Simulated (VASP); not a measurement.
# WS2 in VASP: single point with r2SCAN

Aim: the single point of WS2 with r2SCAN.

All numbers are computed with VASP 6.6.1; they aren't measurements. Logs are shortened: lines on timing, memory, paths and dates and some standing lists are left out, and cuts for length are marked.

### 1 The cell of the first run

The cell holds a slab with vacuum, 12 atoms: a = 3.183 Å, b = 3.183 Å, c = 35.181 Å, α = 90.00°, β = 90.00°, γ = 120.00°.

### 2 Single point, r2SCAN

File POSCAR:

```
WS2
1.0
    3.1831225544      0.0000000000      0.0000000000
   -1.5915612772      2.7566649955      0.0000000000
    0.0000000000      0.0000000000     35.1805582101
W S
4 8
Direct
    0.6666666700      0.3333333300      0.4076833900
    0.6666666700      0.3333333300      0.7766000000
    0.3333333300      0.6666666700      0.2234000000
    0.3333333300      0.6666666700      0.5923166100
    0.6666666700      0.3333333300      0.1788503600
    0.6666666700      0.3333333300      0.5479763100
    0.3333333300      0.6666666700      0.3633789300
    0.3333333300      0.6666666700      0.7322581600
    0.6666666700      0.3333333300      0.2677418400
    0.6666666700      0.3333333300      0.6366210700
    0.3333333300      0.6666666700      0.4520236900
    0.3333333300      0.6666666700      0.8211496400
```

File INCAR.step1:

```
PREC     = Accurate       # precision mode
ENCUT    = 520            # plane-wave cutoff, eV
ISMEAR   = 0              # smearing method
SIGMA    = 0.1            # smearing width, eV
LREAL    = False          # projectors in reciprocal space
LASPH    = True           # aspherical terms in the spheres
NELM     = 100            # most SCF steps
NBANDS   = 64             # bands
GGA      = PE             # functional
ALGO     = Normal         # electronic algorithm
EDIFF    = 1E-4           # SCF threshold, eV
LWAVE    = True           # write WAVECAR
LCHARG   = False          # write CHGCAR
```

File INCAR.step2:

```
PREC     = Accurate       # precision mode
ENCUT    = 520            # plane-wave cutoff, eV
EDIFF    = 1E-6           # SCF threshold, eV
ISMEAR   = 0              # smearing method
SIGMA    = 0.1            # smearing width, eV
LREAL    = False          # projectors in reciprocal space
LASPH    = True           # aspherical terms in the spheres
NELM     = 100            # most SCF steps
ALGO     = Normal         # electronic algorithm
ISIF     = 2              # what is computed and relaxed
LWAVE    = False          # write WAVECAR
LCHARG   = True           # write CHGCAR
METAGGA  = R2SCAN         # meta-GGA
LMIXTAU  = True         
LELF     = True           # ELF
LVHAR    = True         
NBANDS   = 64             # bands
ISTART   = 1
```

File KPOINTS:

```
regular mesh
0
Gamma
  6 6 1
```

Potentials or basis: VASP PAW PBE potentials, release 64 (W_sv, S).

Run with:

```bash
$ cat potpaw_PBE.64/W_sv/POTCAR potpaw_PBE.64/S/POTCAR > POTCAR
$ cp INCAR.step1 INCAR
$ mpirun -np 1 vasp_std > vasp.out
$ cp INCAR.step2 INCAR
$ mpirun -np 1 vasp_std > vasp.out
```

OUTCAR:

```text
PREC = Accurate
   ENCUT = 520
   EDIFF = 1E-6
   ISMEAR = 0
   LREAL = False
   LASPH = True
   NELM = 100
   ISIF = 2
   METAGGA = R2SCAN
   ISTART = 1

 ion  position               nearest neighbor table
   1  0.667  0.333  0.408-   7 2.41   7 2.41   7 2.41  11 2.41  11 2.41  11 2.41
   2  0.667  0.333  0.777-   8 2.41   8 2.41   8 2.41  12 2.42  12 2.42  12 2.42
   3  0.333  0.667  0.223-   9 2.41   9 2.41   9 2.41   5 2.42   5 2.42   5 2.42
   4  0.333  0.667  0.592-  10 2.41  10 2.41  10 2.41   6 2.41   6 2.41   6 2.41
   5  0.667  0.333  0.179-   3 2.42   3 2.42   3 2.42
   6  0.667  0.333  0.548-   4 2.41   4 2.41   4 2.41
   7  0.333  0.667  0.363-   1 2.41   1 2.41   1 2.41
   8  0.333  0.667  0.732-   2 2.41   2 2.41   2 2.41
   9  0.667  0.333  0.268-   3 2.41   3 2.41   3 2.41
  10  0.667  0.333  0.637-   4 2.41   4 2.41   4 2.41
  11  0.333  0.667  0.452-   1 2.41   1 2.41   1 2.41
  12  0.333  0.667  0.821-   2 2.42   2 2.42   2 2.42

  LATTYP: Found a hexagonal cell.
 ALAT       =     3.1831225544
 C/A-ratio  =    11.0522160579

  Lattice vectors:

 A1 = (   3.1831225544,   0.0000000000,   0.0000000000)
 A2 = (  -1.5915612772,   2.7566649955,   0.0000000000)
 A3 = (   0.0000000000,   0.0000000000,  35.1805582101)

Analysis of symmetry for initial positions (statically):
=====================================================================
 Subroutine PRICEL returns:
 Original cell was already a primitive cell.

 Routine SETGRP: Setting up the symmetry group for a
 hexagonal supercell.

 Subroutine GETGRP returns: Found 12 space group operations
 (whereof 12 operations were pure point group operations)
 out of a pool of 24 trial point group operations.

The static configuration has the point symmetry D_3d.

Analysis of symmetry for dynamics (positions and initial velocities):
=====================================================================
 Subroutine PRICEL returns:
 Original cell was already a primitive cell.

 Routine SETGRP: Setting up the symmetry group for a
 hexagonal supercell.

 Subroutine GETGRP returns: Found 12 space group operations
 (whereof 12 operations were pure point group operations)
 out of a pool of 24 trial point group operations.

The dynamic configuration has the point symmetry D_3d.

 Subroutine INISYM returns: Found 12 space group operations
 (whereof 12 operations are pure point group operations),
 and found     1 'primitive' translations

----------------------------------------------------------------------------------------

                                     Primitive cell

  volume of cell :     308.7025

  direct lattice vectors                    reciprocal lattice vectors
     3.183122554  0.000000000  0.000000000     0.314156927  0.181378586  0.000000000
    -1.591561277  2.756664995  0.000000000     0.000000000  0.362757173  0.000000000
     0.000000000  0.000000000 35.180558210     0.000000000  0.000000000  0.028424791

  length of vectors
     3.183122554  3.183122554 35.180558210     0.362757173  0.362757173  0.028424791

  position of ions in fractional coordinates (direct lattice)
     0.666666670  0.333333330  0.407683390
     0.666666670  0.333333330  0.776600000
     0.333333330  0.666666670  0.223400000
     0.333333330  0.666666670  0.592316610
     0.666666670  0.333333330  0.178850360
     0.666666670  0.333333330  0.547976310
     0.333333330  0.666666670  0.363378930
     0.333333330  0.666666670  0.732258160
     0.666666670  0.333333330  0.267741840
     0.666666670  0.333333330  0.636621070
     0.333333330  0.666666670  0.452023690
     0.333333330  0.666666670  0.821149640

  ion indices of the primitive-cell ions
   primitive index   ion index
                 1           1
                 2           2
                 3           3
                 4           4
                 5           5
                 6           6
                 7           7
                 8           8
                 9           9
                10          10
                11          11
                12          12

----------------------------------------------------------------------------------------

 KPOINTS: regular mesh

Automatic generation of k-mesh.
 Grid dimensions read from file:
 generate k-points for:    6    6    1

 Generating k-lattice:

  Cartesian coordinates                     Fractional coordinates (reciprocal lattice)
     0.052359488  0.030229764  0.000000000     0.166666667  0.000000000  0.000000000
     0.000000000  0.060459529  0.000000000     0.000000000  0.166666667  0.000000000
     0.000000000  0.000000000  0.028424791     0.000000000  0.000000000  1.000000000

  Length of vectors
     0.060459529  0.060459529  0.028424791

  Shift w.r.t. Gamma in fractional coordinates (k-lattice)
     0.000000000  0.000000000  0.000000000

 Subroutine IBZKPT returns following result:
 ===========================================

 Found      7 irreducible k-points:

 Following reciprocal coordinates:
            Coordinates               Weight
  0.000000  0.000000  0.000000      1.000000
  0.166667 -0.000000  0.000000      6.000000
  0.333333 -0.000000  0.000000      6.000000
  0.500000 -0.000000  0.000000      3.000000
  0.166667  0.166667  0.000000      6.000000
  0.333333  0.166667  0.000000     12.000000
  0.333333  0.333333  0.000000      2.000000
   k-points           NKPTS =      7   k-points in BZ     NKDIM =      7   number of bands    NBANDS=     64
   number of dos      NEDOS =    301   number of ions     NIONS =     12
   total plane-waves  NPLWV = 155520
   dimension x,y,z NGX =    24 NGY =   24 NGZ =  270
   dimension x,y,z NGXF=    48 NGYF=   48 NGZF=  540
   ions per type =               4   8
   NGX,Y,Z   is equivalent  to a cutoff of  12.53, 12.53, 12.76 a.u.
   NGXF,Y,Z  is equivalent  to a cutoff of  25.07, 25.07, 25.52 a.u.
 SYSTEM =  unknown system
   PREC   = accura    normal or accurate (medium, high low for compatibility)
   ISTART =      1    job   : 0-new  1-cont  2-samecut
   ICHARG =      0    charge: 1-file 2-atom 10-const
   ISPIN  =      1    spin polarized calculation?
   LNONCOLLINEAR =      F non collinear calculations
   LSORBIT =      F    spin-orbit coupling
   LASPH  =      T    aspherical Exc in radial PAW
   ENCUT  =  520.0 eV  38.22 Ry    6.18 a.u.   5.92  5.92 65.41*2*pi/ulx,y,z
   NELM   =    100;   NELMIN=  2; NELMDL=  0     # of ELM steps
   EDIFF  = 0.1E-05   stopping-criterion for ELM
   LREAL  =      F    real-space projection
[... 7 lines left out ...]
   TEBEG  =    0.0;   TEEND  =   0.0 temperature during run
   PSTRESS=    0.0 pullay stress
   NELECT =     104.0000    total number of electrons
   NUPDOWN=      -1.0000    fix difference up-down
   EMIN   =  10.00;   EMAX   =-10.00  energy-range for DOS
   EFERMI =   0.00;   METHOD = LEGACY
   ISMEAR =     0;   SIGMA  =   0.10  broadening in eV -4-tet -1-fermi 0-gaus
   EFERMI_NEDOS =   21; number of points for ismear=-14 and -15
   IALGO  =     38    algorithm
   IMIX   =      4    mixing-type and parameters
     AMIX     =   0.40;   BMIX     =  1.00
     AMIX_MAG =   1.60;   BMIX_MAG =  1.00
  volume/ion in A,a.u.               =      25.73       173.60
  Fermi-wavevector in a.u.,A,eV,Ry     =   1.139128  2.152640 17.655096  1.297613
  Thomas-Fermi vector in A             =   2.275832
   LORBIT       =      0    0 simple, 1 ext, 2 COOP (PROOUT), +10 PAW based schemes
   METAGGA = R2SCAN    functional components
   LHFCALC =     F    Hartree Fock is set to
   AEXX    =    0.0000 exact exchange contribution
   IVDW    =     0    specifies the selected vdW correction
   LEPSILON=     F    determine dielectric tensor
   LRPA    =     F    only Hartree local field effects (RPA)
 non-spin polarized calculation
 Gauss-broadening in eV      SIGMA  =   0.10
  energy-cutoff  :      520.00
  volume of cell :      308.70
 maximum number of plane-waves:      8356
 NGX is ok and might be reduce to    24
   NGX = 11   NGY = 11   NGZ =131

 number of electron     104.0000000 magnetization

 Free energy of the ion-electron system (eV)
  ---------------------------------------------------
  ext. energy  EPLUGINS =         0.00000000
  ---------------------------------------------------
  free energy    TOTEN  =      -280.27724117 eV

  energy without entropy =     -280.27724117  energy(sigma->0) =     -280.27724117

 E-fermi :   3.8284     XC(G=0):  -8.4114

 val. band max:        3.2549866563   @ k =   0.0000   0.0000   0.0000
 cond. band min:       4.6826836011   @ k =   0.3333   0.3333   0.0000
 fundamental gap:      1.4276969448
 Fermi energy:         3.8283913251

 k-point     1 :       0.0000    0.0000    0.0000
  band No.  band energies     occupation
      1     -73.1931      2.00000
      2     -73.1931      2.00000
      3     -73.1912      2.00000
      4     -73.1911      2.00000
      5     -36.7806      2.00000
      6     -36.7805      2.00000
[... 56 lines left out ...]
     63       5.9853      0.00000
     64       5.9882      0.00000

 k-point     2 :       0.1667   -0.0000    0.0000
  band No.  band energies     occupation
      1     -73.1883      2.00000
      2     -73.1883      2.00000
      3     -73.1864      2.00000
      4     -73.1864      2.00000
      5     -36.7638      2.00000
      6     -36.7638      2.00000
[... 56 lines left out ...]
     63       5.9349      0.00000
     64       5.9701      0.00000

 k-point     3 :       0.3333   -0.0000    0.0000
  band No.  band energies     occupation
      1     -73.1788      2.00000
      2     -73.1788      2.00000
      3     -73.1769      2.00000
      4     -73.1769      2.00000
      5     -36.8920      2.00000
      6     -36.8920      2.00000
[... 56 lines left out ...]
     63       6.8775      0.00000
     64       7.0258      0.00000

 k-point     4 :       0.5000   -0.0000    0.0000
  band No.  band energies     occupation
      1     -73.1741      2.00000
      2     -73.1741      2.00000
      3     -73.1721      2.00000
      4     -73.1721      2.00000
      5     -36.9786      2.00000
      6     -36.9786      2.00000
[... 56 lines left out ...]
     63       7.2571      0.00000
     64       7.4471      0.00000

 k-point     5 :       0.1667    0.1667    0.0000
  band No.  band energies     occupation
      1     -73.1812      2.00000
      2     -73.1812      2.00000
      3     -73.1793      2.00000
      4     -73.1793      2.00000
      5     -36.8315      2.00000
      6     -36.8315      2.00000
[... 56 lines left out ...]
     63       6.1837      0.00000
     64       6.2488      0.00000

 k-point     6 :       0.3333    0.1667    0.0000
  band No.  band energies     occupation
      1     -73.1741      2.00000
      2     -73.1741      2.00000
      3     -73.1721      2.00000
      4     -73.1721      2.00000
      5     -36.9344      2.00000
      6     -36.9344      2.00000
[... 56 lines left out ...]
     63       6.8262      0.00000
     64       6.9605      0.00000

 k-point     7 :       0.3333    0.3333    0.0000
  band No.  band energies     occupation
      1     -73.1717      2.00000
      2     -73.1717      2.00000
      3     -73.1697      2.00000
      4     -73.1697      2.00000
      5     -36.8896      2.00000
      6     -36.8896      2.00000
[... 56 lines left out ...]
     63       7.0430      0.00000
     64       7.0430      0.00000

------------------------ aborting loop because EDIFF is reached ----------------------------------------

  FORCE on cell =-STRESS in cart. coord.  units (eV):
  Direction    XX          YY          ZZ          XY          YZ          ZX
  --------------------------------------------------------------------------------------
  -------------------------------------------------------------------------------------
  Total       -0.1547457     -0.1547457     -0.3830802      0.0000000     -0.0000000      0.0000000
  in kB       -0.8031362     -0.8031362     -1.9882007      0.0000000     -0.0000000      0.0000000
  external PRESSURE =      -1.1981577 kB  Pullay stress =       0.0000000 kB

 VOLUME and BASIS-vectors are now :
 -----------------------------------------------------------------------------
  energy-cutoff  :      520.00
  volume of cell :      308.70
      direct lattice vectors                 reciprocal lattice vectors
     3.183122554  0.000000000  0.000000000     0.314156927  0.181378586  0.000000000
    -1.591561277  2.756664995  0.000000000     0.000000000  0.362757173  0.000000000
     0.000000000  0.000000000 35.180558210     0.000000000  0.000000000  0.028424791

 POSITION                                       TOTAL-FORCE (eV/Angst)
 -----------------------------------------------------------------------------------
      1.59156      0.91889     14.34253         0.000000     -0.000000      0.021321
      1.59156      0.91889     27.32122         0.000000     -0.000000      0.133448
     -0.00000      1.83778      7.85934        -0.000000      0.000000     -0.133448
     -0.00000      1.83778     20.83803        -0.000000      0.000000     -0.021321
      1.59156      0.91889      6.29206        -0.000000      0.000000      0.142089
      1.59156      0.91889     19.27811         0.000000     -0.000000     -0.004135
     -0.00000      1.83778     12.78387         0.000000     -0.000000     -0.023731
     -0.00000      1.83778     25.76125        -0.000000     -0.000000      0.016179
      1.59156      0.91889      9.41931        -0.000000      0.000000     -0.016179
      1.59156      0.91889     22.39668        -0.000000      0.000000      0.023731
     -0.00000      1.83778     15.90245        -0.000000      0.000000      0.004135
     -0.00000      1.83778     28.88850         0.000000     -0.000000     -0.142089
 -----------------------------------------------------------------------------------
    total drift:                                0.000000      0.000000     -0.000000

  FREE ENERGIE OF THE ION-ELECTRON SYSTEM (eV)
  ---------------------------------------------------
  free  energy   TOTEN  =      -280.2772411741 eV

  energy  without entropy=     -280.2772411741  energy(sigma->0) =     -280.27724117
```

It took 16 min on 1 thread of Intel Xeon Platinum 8259CL at 2.50GHz (Skylake/Cascade Lake), shared host; peak memory 0.47 GiB.

What came out:

```
Free energy            : -280.2772 eV
Largest force          : 0.142 eV/Å
Band gap on the k mesh : 1.43 eV (least direct gap 1.88 eV)
```

Forces in eV/Å, atoms in the order of the input:
```
W    0.000  0.000  0.021
W    0.000  0.000  0.133
W    0.000  0.000 -0.133
W    0.000  0.000 -0.021
S    0.000  0.000  0.142
S    0.000  0.000 -0.004
S    0.000  0.000 -0.024
S    0.000  0.000  0.016
S    0.000  0.000 -0.016
S    0.000  0.000  0.024
S    0.000  0.000  0.004
S    0.000  0.000 -0.142
```

Caveat: there is no dipole correction, which matters where the two faces differ; the PAW data sets were made with another functional, which shifts forces and pressure a little; spin-orbit coupling is left out, which moves the levels of the heavy elements.
